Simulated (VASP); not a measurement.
# SiO2 (I-42d) in VASP: further runs

SiO2 is run at these levels: PBE; tasks: single point.

Everything below comes from runs of VASP 6.6.1. Logs are shortened: lines on timing, memory, paths and dates and some standing lists are left out, and cuts for length are marked.

### 1 The cell of the first run

Symmetry: I-42d, No. 122, tetragonal system. Conventional cell: a = 5.027 Å, b = 5.027 Å, c = 7.379 Å, α = 90.00°, β = 90.00°, γ = 90.00°. Within 2.2 Å of Si (site symmetry -4) lie 4 O at 1.63 Å. Within 2.2 Å of O (site symmetry 2) lie 2 Si at 1.63 Å.

### 2 Single point, PBE

The input, INCAR:

```
ALGO     = Normal         # electronic algorithm
EDIFF    = 1E-6           # SCF threshold, eV
ENCUT    = 520            # plane-wave cutoff, eV
GGA      = PE             # functional
ISIF     = 2              # what is computed and relaxed
ISMEAR   = 0              # smearing method
LASPH    = True           # aspherical terms in the spheres
LCHARG   = True           # write CHGCAR
LELF     = True           # ELF
LREAL    = False          # projectors in reciprocal space
LVHAR    = True         
LWAVE    = False          # write WAVECAR
NBANDS   = 25             # bands
NELM     = 80             # most SCF steps
PREC     = Accurate       # precision mode
SIGMA    = 0.01           # smearing width, eV
```

The input, KPOINTS:

```
k-points
0
Gamma
  6 6 6
```

The input, POSCAR:

```
SiO2
1.0
   -2.5133695308      2.5133695308      3.6893902397
    2.5133695308     -2.5133695308      3.6893902397
    2.5133695308      2.5133695308     -3.6893902397
Si O
2 4
Direct
    0.0000000000      0.0000000000      0.0000000000
    0.7500000000      0.2500000000      0.5000000000
    0.9670112386      0.6250000000      0.8420112386
    0.3750000000      0.2170112386      0.3420112386
    0.7829887614      0.1250000000      0.1579887614
    0.8750000000      0.0329887614      0.6579887614
```

Potentials or basis: VASP PAW PBE potentials, release 64 (Si, O).

Run with:

```console
$ cat potpaw_PBE.64/Si/POTCAR potpaw_PBE.64/O/POTCAR > POTCAR
$ mpirun -np 1 vasp_std > vasp.out
```

OUTCAR:

```text
EDIFF = 1E-6
   ENCUT = 520
   GGA = PE
   ISIF = 2
   ISMEAR = 0
   LASPH = True
   LREAL = False
   NELM = 80
   PREC = Accurate

 ion  position               nearest neighbor table
   1  0.000  0.000  0.000-   4 1.63   3 1.63   6 1.63   5 1.63   2 3.12   2 3.12   2 3.12   2 3.12

   2  0.750  0.250  0.500-   3 1.63   4 1.63   5 1.63   6 1.63   1 3.12   1 3.12   1 3.12   1 3.12

   3  0.967  0.625  0.842-   2 1.63   1 1.63
   4  0.375  0.217  0.342-   1 1.63   2 1.63
   5  0.783  0.125  0.158-   2 1.63   1 1.63
   6  0.875  0.033  0.658-   1 1.63   2 1.63

  LATTYP: Found a body centered tetragonal cell.
 ALAT       =     5.0267390616
 C/A-ratio  =     1.4679060100

  Lattice vectors:

 A1 = (  -2.5133695308,   2.5133695308,   3.6893902397)
 A2 = (   2.5133695308,  -2.5133695308,   3.6893902397)
 A3 = (   2.5133695308,   2.5133695308,  -3.6893902397)

Analysis of symmetry for initial positions (statically):
=====================================================================
 Subroutine PRICEL returns:
 Original cell was already a primitive cell.

 Routine SETGRP: Setting up the symmetry group for a
 body centered tetragonal supercell.

 Subroutine GETGRP returns: Found  8 space group operations
 (whereof  4 operations were pure point group operations)
 out of a pool of 16 trial point group operations.

The static configuration has the point symmetry S_4 .
 The point group associated with its full space group is D_2d.

Analysis of symmetry for dynamics (positions and initial velocities):
=====================================================================
 Subroutine PRICEL returns:
 Original cell was already a primitive cell.

 Routine SETGRP: Setting up the symmetry group for a
 body centered tetragonal supercell.

 Subroutine GETGRP returns: Found  8 space group operations
 (whereof  4 operations were pure point group operations)
 out of a pool of 16 trial point group operations.

The dynamic configuration has the point symmetry S_4 .
 The point group associated with its full space group is D_2d.

 Subroutine INISYM returns: Found  8 space group operations
 (whereof  4 operations are pure point group operations),
 and found     1 'primitive' translations

[... 92 lines left out ...]
 SYSTEM =  unknown system
   PREC   = accura    normal or accurate (medium, high low for compatibility)
   ISTART =      0    job   : 0-new  1-cont  2-samecut
   ICHARG =      2    charge: 1-file 2-atom 10-const
   ISPIN  =      1    spin polarized calculation?
   LNONCOLLINEAR =      F non collinear calculations
   LSORBIT =      F    spin-orbit coupling
   LASPH  =      T    aspherical Exc in radial PAW
   ENCUT  =  520.0 eV  38.22 Ry    6.18 a.u.   9.53  9.53  9.53*2*pi/ulx,y,z
   NELM   =     80;   NELMIN=  2; NELMDL= -5     # of ELM steps
   EDIFF  = 0.1E-05   stopping-criterion for ELM
   LREAL  =      F    real-space projection
[... 7 lines left out ...]
   TEBEG  =    0.0;   TEEND  =   0.0 temperature during run
   PSTRESS=    0.0 pullay stress
   NELECT =      32.0000    total number of electrons
   NUPDOWN=      -1.0000    fix difference up-down
   EMIN   =  10.00;   EMAX   =-10.00  energy-range for DOS
   EFERMI =   0.00;   METHOD = LEGACY
   ISMEAR =     0;   SIGMA  =   0.01  broadening in eV -4-tet -1-fermi 0-gaus
   EFERMI_NEDOS =   21; number of points for ismear=-14 and -15
   IALGO  =     38    algorithm
   IMIX   =      4    mixing-type and parameters
     AMIX     =   0.40;   BMIX     =  1.00
     AMIX_MAG =   1.60;   BMIX_MAG =  1.00
  volume/ion in A,a.u.               =      15.54       104.85
  Fermi-wavevector in a.u.,A,eV,Ry     =   1.146258  2.166114 17.876797  1.313908
  Thomas-Fermi vector in A             =   2.282943
   LORBIT       =      0    0 simple, 1 ext, 2 COOP (PROOUT), +10 PAW based schemes
   GGA     = PE    functional components
   LHFCALC =     F    Hartree Fock is set to
   AEXX    =    0.0000 exact exchange contribution
   IVDW    =     0    specifies the selected vdW correction
   LEPSILON=     F    determine dielectric tensor
   LRPA    =     F    only Hartree local field effects (RPA)
 non-spin polarized calculation
 Gauss-broadening in eV      SIGMA  =   0.01
  energy-cutoff  :      520.00
  volume of cell :       93.22
 maximum number of plane-waves:      2531
 NGX is ok and might be reduce to    40
   NGX = 19   NGY = 19   NGZ = 19

 number of electron      31.9999995 magnetization

 Free energy of the ion-electron system (eV)
  ---------------------------------------------------
  ext. energy  EPLUGINS =         0.00000000
  ---------------------------------------------------
  free energy    TOTEN  =       -47.49234493 eV

  energy without entropy =      -47.49234493  energy(sigma->0) =      -47.49234493

 E-fermi :  -0.5452     XC(G=0):  -8.0055

 val. band max:       -0.6411657785   @ k =   0.0000   0.0000   0.0000
 cond. band min:       5.0913659147   @ k =   0.0000   0.0000   0.0000
 fundamental gap:      5.7325316932
 Fermi energy:        -0.5451576442

 k-point     1 :       0.0000    0.0000    0.0000
  band No.  band energies     occupation
      1     -19.7429      2.00000
      2     -17.7428      2.00000
      3     -17.7428      2.00000
      4     -17.6879      2.00000
      5      -9.8749      2.00000
      6      -6.1294      2.00000
[... 661 lines left out ...]
     24      12.1740      0.00000
     25      12.7803      0.00000

 [... further k-points ...]

------------------------ aborting loop because EDIFF is reached ----------------------------------------

  FORCE on cell =-STRESS in cart. coord.  units (eV):
  Direction    XX          YY          ZZ          XY          YZ          ZX
  --------------------------------------------------------------------------------------
  -------------------------------------------------------------------------------------
  Total        0.0574601      0.0574601      0.0576753      0.0000000      0.0000000      0.0000000
  in kB        0.9875294      0.9875294      0.9912274      0.0000000      0.0000000      0.0000000
  external PRESSURE =       0.9887621 kB  Pullay stress =       0.0000000 kB

 VOLUME and BASIS-vectors are now :
 -----------------------------------------------------------------------------
  energy-cutoff  :      520.00
  volume of cell :       93.22
      direct lattice vectors                 reciprocal lattice vectors
    -2.513369531  2.513369531  3.689390240     0.000000000  0.198936127  0.135523750
     2.513369531 -2.513369531  3.689390240     0.198936127  0.000000000  0.135523750
     2.513369531  2.513369531 -3.689390240     0.198936127  0.198936127  0.000000000

 POSITION                                       TOTAL-FORCE (eV/Angst)
 -----------------------------------------------------------------------------------
      0.00000      0.00000      0.00000        -0.000000     -0.000000      0.000000
      0.00000      2.51337      1.84470        -0.000000     -0.000000     -0.000000
      1.25668      2.97589      2.76704        -0.000000     -0.004616      0.000000
      0.46252      1.25668      0.92235        -0.004616     -0.000000      0.000000
     -1.25668      2.05085      2.76704        -0.000000      0.004616     -0.000000
     -0.46252      3.77005      0.92235         0.004616      0.000000     -0.000000
 -----------------------------------------------------------------------------------
    total drift:                                0.000004      0.000004      0.000003

  FREE ENERGIE OF THE ION-ELECTRON SYSTEM (eV)
  ---------------------------------------------------
  free  energy   TOTEN  =       -47.4923449257 eV

  energy  without entropy=      -47.4923449257  energy(sigma->0) =      -47.49234493
```

It took 2.5 min on 1 thread of AMD EPYC 7R13, shared host; peak memory 0.22 GiB.

What came out:

```
Free energy            : -47.4923 eV
Pressure               : 0.1 GPa
Largest force          : 0.005 eV/Å
Band gap on the k mesh : 5.73 eV
```

Forces on the atoms (eV/Å):
```
Si   0.000  0.000  0.000
Si   0.000  0.000  0.000
O    0.000 -0.005  0.000
O   -0.005  0.000  0.000
O    0.000  0.005  0.000
O    0.005  0.000  0.000
```

A k mesh can miss the band edges.

### 3 Single point, PBE (16.00 Å³/atom)

This run uses another cell than the first one, of 16.00 Å³/atom.

The input, INCAR:

```
PREC     = Accurate       # precision mode
ENCUT    = 520            # plane-wave cutoff, eV
EDIFF    = 1E-7           # SCF threshold, eV
ISMEAR   = 0              # smearing method
SIGMA    = 0.01           # smearing width, eV
LREAL    = False          # projectors in reciprocal space
LASPH    = True           # aspherical terms in the spheres
NELM     = 100            # most SCF steps
ALGO     = Normal         # electronic algorithm
ISIF     = 2              # what is computed and relaxed
LWAVE    = False          # write WAVECAR
LCHARG   = False          # write CHGCAR
GGA      = PE             # functional
NBANDS   = 25             # bands
```

The input, KPOINTS:

```
Automatic mesh
0
Gamma
  6 6 6
```

Changes to POSCAR since step 2:

```diff
@@ -2,5 +2,5 @@
 1.0
-   -2.5133695308      2.5133695308      3.6893902397
-    2.5133695308     -2.5133695308      3.6893902397
-    2.5133695308      2.5133695308     -3.6893902397
+   -2.5382559961      2.5382559961      3.7259212318
+    2.5382559961     -2.5382559961      3.7259212318
+    2.5382559961      2.5382559961     -3.7259212318
 Si O
```

Potentials or basis: VASP PAW PBE potentials, release 64 (Si, O).

Run with:

```console
$ cat potpaw_PBE.64/Si/POTCAR potpaw_PBE.64/O/POTCAR > POTCAR
$ mpirun -np 1 vasp_std > vasp.out
```

It took 1.9 min on 1 thread of AMD EPYC 7R13, shared host; peak memory 0.22 GiB.

Results (log left out):

```
Free energy            : -47.4590 eV
Pressure               : -4.2 GPa
Largest force          : 0.282 eV/Å
Band gap on the k mesh : 5.54 eV
```

Forces on the atoms (eV/Å):
```
Si   0.000  0.000  0.000
Si   0.000  0.000  0.000
O    0.000 -0.282  0.000
O   -0.282  0.000  0.000
O    0.000  0.282  0.000
O    0.282  0.000  0.000
```

Levels at points of the mesh, in eV from the valence-band top:
| k point | band 14 | band 15 | band 16 | band 17 | band 18 | band 19 |
| --- | --- | --- | --- | --- | --- | --- |
| (0.00, 0.00, 0.00) | -0.66 | 0.00 | 0.00 | 5.54 | 8.57 | 9.85 |
| (0.50, 0.00, 0.00) | -0.77 | -0.50 | -0.13 | 7.61 | 8.72 | 9.48 |
| (0.50, 0.50, 0.00) | -0.94 | -0.35 | -0.35 | 8.67 | 8.67 | 9.76 |
| (0.50, 0.50, 0.50) | -1.39 | -0.33 | -0.33 | 8.54 | 8.54 | 9.99 |

Caveat: the cell stands under tension. A k mesh can miss the band edges.
